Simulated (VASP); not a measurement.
A run of VASP 6.6.1 is set up as follows.

File INCAR:

```
SYSTEM = Cu
PREC = Accurate
ENCUT = 520
EDIFF = 1E-8
ISMEAR = -1
SIGMA = 0.08
LREAL = .False.
LASPH = .True.
NELM = 100
ALGO = Normal
ISIF = 2
LWAVE = .False.
LCHARG = .False.
GGA = PS
LEFG = .True.
NBANDS = 12
```

KPOINTS

```
Automatic mesh
0
Gamma
  19 19 19
  0 0 0
```

File POSCAR:

```
Cu
1.0
    0.0000000000      1.7953687620      1.7953687620
    1.7953687620      0.0000000000      1.7953687620
    1.7953687620      1.7953687620      0.0000000000
Cu
1
Direct
    0.0000000000      0.0000000000      0.0000000000
```

Potentials or basis: VASP PAW PBE potentials, release 64 (Cu).

The run is started by

```bash
$ cat potpaw_PBE.64/Cu/POTCAR > POTCAR
$ mpirun -np 1 vasp_std > vasp.out
```

Question: Predict the pressure.

Answer: -3.0 GPa.

Caveat: without QUAD_EFG the Cq values of the log hold for a quadrupole moment of 1 mb, not for the nuclei; the PAW data sets were made with another functional, which shifts forces and pressure a little.
